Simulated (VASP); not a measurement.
A run of VASP 6.6.1 is set up as follows.

INCAR

```
  PREC = Accurate
  ENCUT = 520
  EDIFF = 1E-6
  ISMEAR = 0
  SIGMA = 0.1
  LREAL = False
  LASPH = True
  NELM = 60
  ALGO = Normal
  ISIF = 2
  LWAVE = False
  LCHARG = False
  GGA = CA
  NBANDS = 14
```

KPOINTS

```
Automatic mesh
0
Gamma
  9 9 5
```

Contents of POSCAR:

```
TiAl
1.0
    2.9049934585      0.0000000000      0.0000000000
   -1.4524967293      2.5157984051      0.0000000000
    0.0000000000      0.0000000000      4.7396437833
Ti Al
1 1
Direct
    0.0000000000      0.0000000000      0.0000000000
    0.3333333333      0.6666666667      0.5000000000
```

Potentials or basis: VASP PAW LDA potentials, release 64 (Ti_sv, Al).

Launch:

```bash
$ cat potpaw_LDA.64/Ti_sv/POTCAR potpaw_LDA.64/Al/POTCAR > POTCAR
$ mpirun -np 1 vasp_std > vasp.out
```

(1) Predict the pressure.

Answers

(1) -9.5 GPa.
